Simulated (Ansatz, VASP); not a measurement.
**One calculation of H, two programs**

File POSCAR:

```
H
1.0
    5.1702470185      0.0000000000      0.0000000000
   -2.5851235093      4.4775652619      0.0000000000
    0.0000000000      0.0000000000      3.8495250000
H
2
Direct
    0.3333333333      0.6666666667      0.2500000000
    0.6666666667      0.3333333333      0.7500000000
```

The input INCAR.step1:

```
SYSTEM = H
PREC     = Accurate       ! precision mode
ENCUT    = 520            ! plane-wave cutoff, eV
ISMEAR   = 0              ! smearing method
SIGMA    = 0.1            ! smearing width, eV
LREAL    = .False.        ! projectors in reciprocal space
LASPH    = .True.         ! aspherical terms in the spheres
NELM     = 150            ! most SCF steps
ISPIN    = 2              ! spin polarisation
MAGMOM   = 1.03 1.03      ! initial moments
NBANDS   = 12             ! bands
GGA      = PE             ! functional
ALGO     = Normal         ! electronic algorithm
EDIFF    = 1E-4           ! SCF threshold, eV
LWAVE    = .True.         ! write WAVECAR
LCHARG   = .False.        ! write CHGCAR
```

INCAR.step2

```
SYSTEM = H
PREC     = Accurate       ! precision mode
ENCUT    = 520            ! plane-wave cutoff, eV
EDIFF    = 1E-7           ! SCF threshold, eV
ISMEAR   = 0              ! smearing method
SIGMA    = 0.1            ! smearing width, eV
LREAL    = .False.        ! projectors in reciprocal space
LASPH    = .True.         ! aspherical terms in the spheres
NELM     = 150            ! most SCF steps
ALGO     = Normal         ! electronic algorithm
ISIF     = 2              ! what is computed and relaxed
LWAVE    = .False.        ! write WAVECAR
LCHARG   = .False.        ! write CHGCAR
ISPIN    = 2              ! spin polarisation
MAGMOM   = 1.03 1.03      ! initial moments
LORBIT   = 11             ! projections on sites
METAGGA  = R2SCAN         ! meta-GGA
LMIXTAU  = .True.       
NBANDS   = 12             ! bands
ISTART   = 1
```

File KPOINTS:

```
Automatic mesh
0
Gamma
  1 1 5
  0 0 0
```

Input for Ansatz:

```yaml
crystal:
  lattice:
    - [5.1702470185, 0.0, 0.0]
    - [-2.5851235093, 4.4775652619, 0.0]
    - [0.0, 0.0, 3.849525]
  atoms:
    - { symbol: H, position: [0.3333333333, 0.6666666667, 0.25], spin: 1.03 }
    - { symbol: H, position: [0.6666666667, 0.3333333333, 0.75], spin: 1.03 }
basis:
  ecutwfc: 500
  precision: f64
kpoints:
  mp_grid: { grid: [1, 1, 5] }
hamiltonian:
  xc: r2scan
scf:
  occupations: { method: gaussian, width: 0.1 }
  lower_state_search: "off"
output:
  forces: true
  stress: true
  eigenvalues: true
  populations: true
magnetization:
  spin_polarized: true
```

Alike in both runs: task single point; functional r2SCAN; k mesh 1 × 1 × 5; occupations gaussian, width 0.1 eV; collinear spin.

|  | VASP | Ansatz |
| --- | --- | --- |
| version | VASP 6.6.1 | Ansatz 0.2.0 |
| potentials or method | VASP PAW PBE potentials, release 64 (H), cutoff 520 eV | scalar-relativistic, plane waves, PAW |
| valence electrons in the cell | 2 | 2 |

```csv
,VASP,Ansatz,Ansatz less VASP
gap on the k mesh at the Fermi level (eV),4.59,5.01,+0.415
least direct gap on the mesh (eV),4.59,5.01,+0.415
pressure (GPa),-0.2,-0.1,+0.04
"traceless stress, the component that is largest in VASP (GPa)",0.55,0.55,+0.001
net moment per atom (μB),1.00,1.00,0.000
size of the moment on the site where the two differ most (μB),0.38,0.93,+0.552
```

VASP's potentials were made for PBE, not for r2SCAN. Site moments also hang on the region over which each program counts them. Ansatz's warnings: band edge not confirmed under output density, nearly empty spin channel levels not settled, stability check not made.

The k mesh is coarse, so the values compare programs but aren't converged.
